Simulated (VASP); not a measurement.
V, 1 atom in the cell. Symmetry: Im-3m, No. 229, cubic system. Conventional cell: a = 3.028 Å, b = 3.028 Å, c = 3.028 Å, α = 90.00°, β = 90.00°, γ = 90.00°. Within 3.5 Å of V (site symmetry m-3m) lie 14 V at 2.62 to 3.03 Å. 

- Program: VASP 6.6.1
- Task: single point
- Functional: r2SCAN
- Potentials or basis: VASP PAW PBE potentials, release 64 (V_sv)
- Cutoff: 520 eV
- k mesh: 13 × 13 × 13
- Occupations: fermi-dirac, width 0.1 eV
- Spin: collinear spin, zero start
- Starting moments: [0.0] μB
- Fixed moment: 0 μB
- Dipole correction: no
- Further INCAR settings: ALGO = Normal; EDIFF = 1e-06; NBANDS = 16

Potentials or basis: VASP PAW PBE potentials, release 64 (V_sv).

Run with:

```console
$ cat potpaw_PBE.64/V_sv/POTCAR > POTCAR
$ cp INCAR.step1 INCAR
$ mpirun -np 1 vasp_std > vasp.out
$ cp INCAR.step2 INCAR
$ mpirun -np 1 vasp_std > vasp.out
```

Hardware: 1 thread of Intel(R) Xeon(R) Platinum 8375C CPU @ 2.90GHz (Ice Lake), on a shared host.

Task: Estimate the wall time of this run.

Result: Wall time 2.1 min on 1 thread of Intel(R) Xeon(R) Platinum 8375C CPU @ 2.90GHz (Ice Lake), with other jobs on the host, peak memory 0.15 GiB. Counts: k points 84.
